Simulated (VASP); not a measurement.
# Cu (Fm-3m) in VASP: settings compared

The runs below take Cu through single point, with revPBE+D3(BJ), BLYP+D4.

Program: VASP 6.6.1. These are calculated values, not measurements. Logs are shortened: lines on timing, memory, paths and dates and some standing lists are left out, and cuts for length are marked.

## (1) The cell of the first run

The structure is cubic, space group Fm-3m (No. 225). The conventional cell has a = 3.686 Å, b = 3.686 Å, c = 3.686 Å, α = 90.00°, β = 90.00°, γ = 90.00°. Cu (site symmetry m-3m) has 12 Cu at 2.61 Å within 3.4 Å.

## (2) Single point, revPBE+D3(BJ)

INCAR reads:

```
PREC = Accurate ; ENCUT = 600
EDIFF = 1E-6 ; ISMEAR = -1
SIGMA = 0.05 ; LREAL = False
LASPH = True ; NELM = 120
ALGO = Normal ; ISIF = 2
LWAVE = False ; LCHARG = True
GGA = RE ; IVDW = 12
LELF = True ; LVHAR = True
NBANDS = 12 ; GGA_COMPAT = False
```

KPOINTS reads:

```
Automatic mesh
0
Gamma
  13 13 13
```

POSCAR reads:

```
Cu
1.0
    0.0000000000      1.8429501765      1.8429501765
    1.8429501765      0.0000000000      1.8429501765
    1.8429501765      1.8429501765      0.0000000000
Cu
1
Direct
    0.0000000000      0.0000000000      0.0000000000
```

Potentials or basis: VASP PAW PBE potentials, release 64 (Cu).

On the command line:

```bash
> cat potpaw_PBE.64/Cu/POTCAR > POTCAR
> mpirun -np 1 vasp_std > vasp.out
```

OUTCAR:

```text
PREC = Accurate
   ENCUT = 600
   EDIFF = 1E-6
   ISMEAR = -1
   LREAL = False
   LASPH = True
   NELM = 120
   ISIF = 2
   GGA = RE
   IVDW = 12
 IVDW          = 12

 ion  position               nearest neighbor table
   1  0.000  0.000  0.000-

  LATTYP: Found a face centered cubic cell.
 ALAT       =     3.6859003530

  Lattice vectors:

 A1 = (   0.0000000000,   1.8429501765,   1.8429501765)
 A2 = (   1.8429501765,   0.0000000000,   1.8429501765)
 A3 = (   1.8429501765,   1.8429501765,   0.0000000000)

Analysis of symmetry for initial positions (statically):
=====================================================================
 Subroutine PRICEL returns:
 Original cell was already a primitive cell.

 Routine SETGRP: Setting up the symmetry group for a
 face centered cubic supercell.

 Subroutine GETGRP returns: Found 48 space group operations
[... 9 lines left out ...]

 Routine SETGRP: Setting up the symmetry group for a
 face centered cubic supercell.

 Subroutine GETGRP returns: Found 48 space group operations
[... 11 lines left out ...]
                                     Primitive cell

  volume of cell :      12.5190

  direct lattice vectors                    reciprocal lattice vectors
     0.000000000  1.842950177  1.842950177    -0.271304133  0.271304133  0.271304133
     1.842950177  0.000000000  1.842950177     0.271304133 -0.271304133  0.271304133
     1.842950177  1.842950177  0.000000000     0.271304133  0.271304133 -0.271304133

  length of vectors
     2.606325134  2.606325134  2.606325134     0.469912543  0.469912543  0.469912543

  position of ions in fractional coordinates (direct lattice)
     0.000000000  0.000000000  0.000000000

  ion indices of the primitive-cell ions
   primitive index   ion index
                 1           1

----------------------------------------------------------------------------------------

 KPOINTS: Automatic mesh

Automatic generation of k-mesh.
 Grid dimensions read from file:
 generate k-points for:   13   13   13

 Generating k-lattice:

  Cartesian coordinates                     Fractional coordinates (reciprocal lattice)
    -0.020869549  0.020869549  0.020869549     0.076923077  0.000000000  0.000000000
     0.020869549 -0.020869549  0.020869549     0.000000000  0.076923077  0.000000000
     0.020869549  0.020869549 -0.020869549     0.000000000  0.000000000  0.076923077

  Length of vectors
     0.036147119  0.036147119  0.036147119
[... 57 lines left out ...]
   NSW    =      0    number of steps for IOM
   IBRION =     -1    ionic relax: 0-MD 1-quasi-New 2-CG
   NFREE  =      0    steps in history (QN), initial steepest desc. (CG)
   ISIF   =      2    stress and relaxation
   ISYM   =      2    0-nonsym 1-usesym 2-fastsym
   POTIM  = 0.5000    time-step for ionic-motion
   TEBEG  =    0.0;   TEEND  =   0.0 temperature during run
   PSTRESS=    0.0 pullay stress
   NELECT =      11.0000    total number of electrons
   NUPDOWN=      -1.0000    fix difference up-down
   EMIN   =  10.00;   EMAX   =-10.00  energy-range for DOS
   EFERMI =   0.00;   METHOD = LEGACY
   ISMEAR =    -1;   SIGMA  =   0.05  broadening in eV -4-tet -1-fermi 0-gaus
   EFERMI_NEDOS =   21; number of points for ismear=-14 and -15
   IALGO  =     38    algorithm
   IMIX   =      4    mixing-type and parameters
     AMIX     =   0.40;   BMIX     =  1.00
     AMIX_MAG =   1.60;   BMIX_MAG =  1.00
  volume/ion in A,a.u.               =      12.52        84.48
  Fermi-wavevector in a.u.,A,eV,Ry     =   1.568010  2.963109 33.452033  2.458655
  Thomas-Fermi vector in A             =   2.670105
   LORBIT       =      0    0 simple, 1 ext, 2 COOP (PROOUT), +10 PAW based schemes
   GGA     = RE    functional components
   LHFCALC =     F    Hartree Fock is set to
   AEXX    =    0.0000 exact exchange contribution
   IVDW    =    12    specifies the selected vdW correction
   LEPSILON=     F    determine dielectric tensor
   LRPA    =     F    only Hartree local field effects (RPA)
 non-spin polarized calculation
  energy-cutoff  :      600.00
  volume of cell :       12.52
 maximum number of plane-waves:       431
 NGX is ok and might be reduce to    24
   NGX = 11   NGY = 11   NGZ = 11

 number of electron      11.0000003 magnetization

 Free energy of the ion-electron system (eV)
  ---------------------------------------------------
  ext. energy  EPLUGINS =         0.00000000
  ---------------------------------------------------
  free energy    TOTEN  =        -3.35191956 eV

  energy without entropy =       -3.34912781  energy(sigma->0) =       -3.35052368

 E-fermi :   7.1620     XC(G=0): -12.2910

 val. band max:        6.9715413598   @ k =   0.4615   0.2308   0.0000
 cond. band min:       7.1811105324   @ k =   0.4615   0.3077   0.0000
 fundamental gap:      0.2095691726
 Fermi energy:         7.1620331414

 k-point     1 :       0.0000    0.0000    0.0000
  band No.  band energies     occupation
      1      -1.9109      2.00000
      2       4.1414      2.00000
      3       4.1414      2.00000
      4       4.1414      2.00000
      5       4.8892      2.00000
      6       4.8892      2.00000
      7      29.0808      0.00000
      8      31.3530      0.00000
      9      31.3530      0.00000
     10      31.3530      0.00000
     11      33.7821      0.00000
     12      33.7821      0.00000
[... 331 lines left out ...]
 k-point    24 :       0.4615    0.1538    0.0000
  band No.  band energies     occupation
      1       2.4762      2.00000
      2       3.8265      2.00000
      3       4.1592      2.00000
      4       4.3935      2.00000
      5       5.4230      2.00000
      6       6.6740      1.99988
      7      12.7924      0.00000
      8      23.2812      0.00000
      9      24.5340      0.00000
     10      26.6997      0.00000
     11      36.1348      0.00000
     12      36.3023      0.00000

 [... further k-points ...]

------------------------ aborting loop because EDIFF is reached ----------------------------------------

 Edisp (eV)   -1.05883

 E8    (eV) :    -0.7361

  FORCE on cell =-STRESS in cart. coord.  units (eV):
  Direction    XX          YY          ZZ          XY          YZ          ZX
  --------------------------------------------------------------------------------------
  -------------------------------------------------------------------------------------
  Total      -1.26862    -1.26862    -1.26862    -0.00000     0.00000     0.00000
  in kB    -162.35653  -162.35653  -162.35653    -0.00000     0.00000     0.00000
  external pressure =     -162.36 kB  Pullay stress =        0.00 kB

 VOLUME and BASIS-vectors are now :
 -----------------------------------------------------------------------------
  energy-cutoff  :      600.00
  volume of cell :       12.52
      direct lattice vectors                 reciprocal lattice vectors
     0.000000000  1.842950177  1.842950177    -0.271304133  0.271304133  0.271304133
     1.842950177  0.000000000  1.842950177     0.271304133 -0.271304133  0.271304133
     1.842950177  1.842950177  0.000000000     0.271304133  0.271304133 -0.271304133

 POSITION                                       TOTAL-FORCE (eV/Angst)
 -----------------------------------------------------------------------------------
      0.00000      0.00000      0.00000         0.000000     -0.000000     -0.000000
 -----------------------------------------------------------------------------------
    total drift:                                0.000000      0.000000     -0.000000

  FREE ENERGIE OF THE ION-ELECTRON SYSTEM (eV)
  ---------------------------------------------------
  free  energy   TOTEN  =        -4.4107526747 eV

  energy  without entropy=       -4.4079609280  energy(sigma->0) =       -4.40935680
```

OSZICAR:

```text
N       E                     dE             d eps       ncg     rms          rms(c)
DAV:   1     0.475554550341E+02    0.47555E+02   -0.59353E+03  2164   0.171E+03
DAV:   2    -0.245399554910E+01   -0.50009E+02   -0.46366E+02  2072   0.214E+02
DAV:   3    -0.414489757955E+01   -0.16909E+01   -0.16646E+01  2372   0.442E+01
DAV:   4    -0.415596595576E+01   -0.11068E-01   -0.11067E-01  2332   0.321E+00
DAV:   5    -0.415606659232E+01   -0.10064E-03   -0.10064E-03  2372   0.314E-01    0.731E+00
DAV:   6    -0.373045210411E+01    0.42561E+00   -0.13888E+01  2396   0.703E+01    0.402E+00
DAV:   7    -0.336195764717E+01    0.36849E+00   -0.23004E+00  2400   0.287E+01    0.554E-01
DAV:   8    -0.335353937567E+01    0.84183E-02   -0.43820E-03  2324   0.101E+00    0.305E-01
DAV:   9    -0.335192430492E+01    0.16151E-02   -0.10927E-02  2520   0.185E+00    0.340E-02
DAV:  10    -0.335192193226E+01    0.23727E-05   -0.43830E-05  3020   0.109E-01    0.106E-02
DAV:  11    -0.335191944452E+01    0.24877E-05   -0.21254E-06  2432   0.242E-02    0.302E-04
DAV:  12    -0.335191955717E+01   -0.11265E-06   -0.22553E-08  1248   0.149E-03
   1 F= -.44107527E+01 E0= -.44093568E+01  d E =-.279175E-02
```

Wall time 11 s (1 thread of Intel Xeon Platinum 8259CL at 2.50GHz (Skylake/Cascade Lake), shared host); peak memory 0.15 GiB.

Results:

* Free energy: -4.4108 eV
* Pressure: -16.2 GPa
* Dispersion energy per atom: -1.059 eV

Levels at points of the mesh, in eV from the Fermi level:
```tsv
k point	band 4	band 5	band 6	band 7	band 8	band 9
(0.00, 0.00, 0.00)	-3.02	-2.27	-2.27	21.92	24.19	24.19
```

Caveat: the PAW data sets were made with another functional, which shifts forces and pressure a little; pairwise dispersion overbinds metals, which lowers pressure and volume.

## (3) Single point, BLYP+D4

This run uses another cell than the first one, of 12.28 Å³/atom, 0.981 times its volume.

INCAR reads:

```
SYSTEM = Cu
PREC = Accurate
ENCUT = 600
EDIFF = 1E-6
ISMEAR = -1
SIGMA = 0.05
LREAL = .FALSE.
LASPH = .TRUE.
NELM = 120
ALGO = Normal
ISIF = 2
LWAVE = .FALSE.
LCHARG = .FALSE.
GGA = B5
ALDAX = 1.0
AGGAX = 1.0
AGGAC = 1.0
ALDAC = 0.0
IVDW = 13
VDW_S6 = 1.0
VDW_S8 = 2.34076671
VDW_A1 = 0.44488865
VDW_A2 = 4.0933009
NBANDS = 12
GGA_COMPAT = .FALSE.
```

KPOINTS reads:

```
regular mesh
0
G
  13 13 13
  0 0 0
```

POSCAR reads:

```
Cu
1.0
    0.0000000000      1.8312856224      1.8312856224
    1.8312856224      0.0000000000      1.8312856224
    1.8312856224      1.8312856224      0.0000000000
Cu
1
Direct
    0.0000000000      0.0000000000      0.0000000000
```

Potentials or basis: VASP PAW PBE potentials, release 64 (Cu).

On the command line:

```bash
> cat potpaw_PBE.64/Cu/POTCAR > POTCAR
> mpirun -np 1 vasp_std > vasp.out
```

Run time: 15 s. Hardware: 1 thread of Intel Xeon Platinum 8259CL at 2.50GHz (Skylake/Cascade Lake), shared host; peak memory 0.14 GiB.

Results (log left out):

| Quantity | Value |
| --- | --- |
| Free energy | -4.0267 eV |
| Pressure | -9.0 GPa |
| Dispersion energy per atom | -1.051 eV |

Levels at points of the mesh, in eV from the Fermi level:
```tsv
k point	band 3	band 4	band 5	band 6	band 7	band 8	band 9	band 10
(0.00, 0.00, 0.00)	-3.19	-3.19	-2.43	-2.43	22.45	24.38	24.38	24.38
```

Caveat: the PAW data sets were made with another functional, which shifts forces and pressure a little; pairwise dispersion overbinds metals, which lowers pressure and volume.

## (4) Single point, BLYP+D4

INCAR reads:

```
SYSTEM = Cu
  AGGAC = 1.0
  AGGAX = 1.0
  ALDAC = 0.0
  ALDAX = 1.0
  ALGO = Normal
  EDIFF = 1E-6
  ENCUT = 600
  GGA = B5
  GGA_COMPAT = .FALSE.
  ISIF = 2
  ISMEAR = -1
  IVDW = 13
  LASPH = .TRUE.
  LCHARG = .TRUE.
  LELF = .TRUE.
  LREAL = .FALSE.
  LVHAR = .TRUE.
  LWAVE = .FALSE.
  NBANDS = 12
  NELM = 120
  PREC = Accurate
  SIGMA = 0.05
  VDW_A1 = 0.44488865
  VDW_A2 = 4.0933009
  VDW_S6 = 1.0
  VDW_S8 = 2.34076671
```

KPOINTS reads:

```
k-points
0
G
  13 13 13
  0 0 0
```

POSCAR reads:

```
Cu
1.0
    0.0000000000      1.8429501765      1.8429501765
    1.8429501765      0.0000000000      1.8429501765
    1.8429501765      1.8429501765      0.0000000000
Cu
1
Direct
    0.0000000000      0.0000000000      0.0000000000
```

On the command line:

```bash
> cat potpaw_PBE.64/Cu/POTCAR > POTCAR
> mpirun -np 1 vasp_std > vasp.out
```

Run time: 17 s. Hardware: 1 thread of Intel Xeon Platinum 8259CL at 2.50GHz (Skylake/Cascade Lake), shared host; peak memory 0.15 GiB.

The run converged. Its results:

```
Free energy                : -4.0120 eV
Pressure                   : -11.0 GPa
Dispersion energy per atom : -1.032 eV
```

Levels at points of the mesh, in eV from the Fermi level:
```tsv
k point	band 4	band 5	band 6	band 7	band 8	band 9
(0.00, 0.00, 0.00)	-3.13	-2.39	-2.39	22.30	24.08	24.08
```

Caveat: the PAW data sets were made with another functional, which shifts forces and pressure a little; pairwise dispersion overbinds metals, which lowers pressure and volume.

## (5) Summary

```tsv
level	cell	gap on the mesh (eV)	pressure (GPa)
revPBE+D3(BJ)	a = 2.606 Å, angles 60.0°, 1 atom	none	-16.2
BLYP+D4	a = 2.590 Å, angles 60.0°, 1 atom	none	-9.0
BLYP+D4	a = 2.606 Å, angles 60.0°, 1 atom	none	-11.0
```

Alike in all rows: task single point; potentials or basis VASP PAW PBE potentials, release 64 (Cu); no spin polarisation; k mesh 13 × 13 × 13; cutoff (eV) 600; smearing fermi-dirac 0.05 eV.

Caveats: the PAW data sets were made with another functional, which shifts forces and pressure a little; pairwise dispersion overbinds metals, which lowers pressure and volume.

Absolute energies hang on the potentials; compare differences alone.
